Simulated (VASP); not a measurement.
A run of VASP 6.6.1:

Contents of INCAR:

```
PREC = Accurate
ENCUT = 600
EDIFF = 1E-6
ISMEAR = 0
SIGMA = 0.1
LREAL = F
LASPH = T
NELM = 100
ALGO = Normal
ISIF = 3
LWAVE = F
LCHARG = F
GGA = PS
IBRION = 2
NSW = 70
EDIFFG = -0.005
```

KPOINTS

```
Automatic mesh
0
Gamma
  14 14 12
```

POSCAR

```
NbRh
1.0
    2.8630154157      0.0000000000      0.0000000000
    0.0000000000      2.8630154157      0.0000000000
    0.0000000000      0.0000000000      3.8735867308
Nb Rh
1 1
Direct
    0.0000000000      0.0000000000      0.0000000000
    0.5000000000      0.5000000000      0.5000000000
```

Potentials or basis: VASP PAW PBE potentials, release 64 (Nb_sv, Rh_pv).

Command:

```bash
$ cat potpaw_PBE.64/Nb_sv/POTCAR potpaw_PBE.64/Rh_pv/POTCAR > POTCAR
$ mpirun -np 1 vasp_std > vasp.out
```

Hardware: 1 thread of Intel(R) Xeon(R) 6975P-C (Granite Rapids), with other jobs on the host.

Question: Estimate the wall time of this run.

Answer: It took 4.2 min on 1 thread of Intel(R) Xeon(R) 6975P-C (Granite Rapids), on a shared host, peak memory 0.31 GiB. Counts: scf iterations 70, k points 252, ion steps 9.
